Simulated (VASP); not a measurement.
Here is a VASP 6.6.1 calculation.

File INCAR:

```
  ALGO = Normal
  EDIFF = 1E-7
  ENCUT = 520
  ISIF = 2
  ISMEAR = 0
  LASPH = T
  LCHARG = F
  LREAL = F
  LWAVE = F
  NBANDS = 24
  NELM = 80
  PREC = Accurate
  SIGMA = 0.15
```

KPOINTS

```
k-points
0
Gamma
  12 12 8
```

File POSCAR:

```
TePt
1.0
    4.1982985890      0.0000000000      0.0000000000
   -2.0991492945      3.6358332308      0.0000000000
    0.0000000000      0.0000000000      5.5040740097
Te Pt
2 2
Direct
    0.3333333333      0.6666666667      0.2500000000
    0.6666666667      0.3333333333      0.7500000000
    0.0000000000      0.0000000000      0.0000000000
    0.0000000000      0.0000000000      0.5000000000
```

Potentials or basis: VASP PAW LDA potentials, release 64 (Te, Pt).

The run is started by

```bash
$ cat potpaw_LDA.64/Te/POTCAR potpaw_LDA.64/Pt/POTCAR > POTCAR
$ mpirun -np 1 vasp_std > vasp.out
```

Estimate the band gap on the k mesh.

zero (bands 16 and 17 overlap by 1.42 eV).

Estimate the pressure.

0.3 GPa.

Stress tensor (GPa, compression positive):
```
0.22 0.00 0.00
0.00 0.22 0.00
0.00 0.00 0.36
```

Caveat: spin-orbit coupling is left out, which moves the levels of the heavy elements.
